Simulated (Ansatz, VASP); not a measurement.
**One calculation of AlN, two programs**

```
CELL_PARAMETERS angstrom
3.10669 0.00000 0.00000
-1.55335 2.69048 0.00000
0.00000 0.00000 4.97859
ATOMIC_POSITIONS crystal
Al 0.33333 0.66667 0.99920
Al 0.66667 0.33333 0.49920
N 0.33333 0.66667 0.38080
N 0.66667 0.33333 0.88080
```

Alike in both runs: task single point; functional PBEsol; k mesh 6 × 6 × 4; no spin polarisation.

```csv
,VASP,Ansatz
version,VASP 6.6.1,Ansatz 0.2.0
potentials or method,"VASP PAW PBE potentials, release 64 (Al, N)",plane waves
plane-wave cutoff (eV),600,420
occupations,"gaussian, width 0.01 eV",fixed
valence electrons in the cell,16,16
```

|  | VASP | Ansatz | Ansatz less VASP |
| --- | --- | --- | --- |
| gap on the k mesh at the Fermi level (eV) | 4.17 | 4.15 | -0.016 |
| pressure (GPa) | 1.0 | 1.1 | +0.19 |
| traceless stress, the component that is largest in VASP (GPa) | -0.23 | -0.23 | +0.003 |
| rms of the force components (eV/Å) | 0.008 | 0.007 | -0.0004 |

VASP's potentials were made for PBE, not for PBEsol. Atom by atom the forces differ by 0.000 eV/Å (rms over components).
